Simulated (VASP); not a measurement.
Write the native input for VASP 6.6.1 that does the following.

| Item | Value |
| --- | --- |
| Task | single point |
| Functional | PBEsol |
| Potentials or basis | VASP PAW PBE potentials, release 64 (Ti_sv, Al) |
| Cutoff | 500 eV |
| k mesh | 12 × 12 × 4 |
| Occupations | gaussian, width 0.15 eV |
| Spin | no spin polarisation |
| Dipole correction | no |
| Further INCAR settings | ALGO = Normal; EDIFF = 1e-06; NBANDS = 44 |

The structure of TiAl3 lies in POSCAR:

```
TiAl3
1.0
    0.0000000000     -3.9483448101      0.0000000000
    0.0000000000      0.0000000000     -3.9483448101
   11.8450344303     -0.6581890798      0.6581890798
Ti Al
3 9
Direct
   -0.0138916667      1.0138916667      0.0833333333
   -0.0694583333      1.0694583333      0.4166666667
   -0.1250250000      1.1250250000      0.7500000000
    0.3471916667      0.1528083333      0.9166666667
    0.4583250000      0.0416750000      0.2500000000
    0.4027583333      0.0972416667      0.5833333333
   -0.1528083333      0.6528083333      0.9166666667
   -0.0416750000      0.5416750000      0.2500000000
   -0.0972416667      0.5972416667      0.5833333333
    0.3749750000      0.6250250000      0.7500000000
    0.4861083333      0.5138916667      0.0833333333
    0.4305416667      0.5694583333      0.4166666667
```

This cell differs from its parent crystal: the part above a cut slid along it.

The input as run:

INCAR

```
  PREC = Accurate
  ENCUT = 500
  EDIFF = 1E-6
  ISMEAR = 0
  SIGMA = 0.15
  LREAL = F
  LASPH = T
  NELM = 120
  ALGO = Normal
  ISIF = 2
  LWAVE = F
  LCHARG = F
  GGA = PS
  NBANDS = 44
  GGA_COMPAT = F
```

KPOINTS

```
Automatic mesh
0
Gamma
  12 12 4
```

Potentials or basis: VASP PAW PBE potentials, release 64 (Ti_sv, Al).

The run is started by

```sh
$ cat potpaw_PBE.64/Ti_sv/POTCAR potpaw_PBE.64/Al/POTCAR > POTCAR
$ mpirun -np 1 vasp_std > vasp.out
```

It gave:

```json
{
 "Pressure": "3.2 GPa",
 "Largest force": "2.502 eV/Å",
 "Band gap on the k mesh": "zero (an odd number of electrons rules out a gap without spin polarisation)"
}
```

Caveat: the cell differs from its parent crystal (the part above a cut slid along it); the stress differs along the axes, from 1 to 7 GPa; the PAW data sets were made with another functional, which shifts forces and pressure a little.

Run time: 28 min on 1 thread of Oxide Virtual Turin-like Processor, on a shared host, peak memory 0.89 GiB.
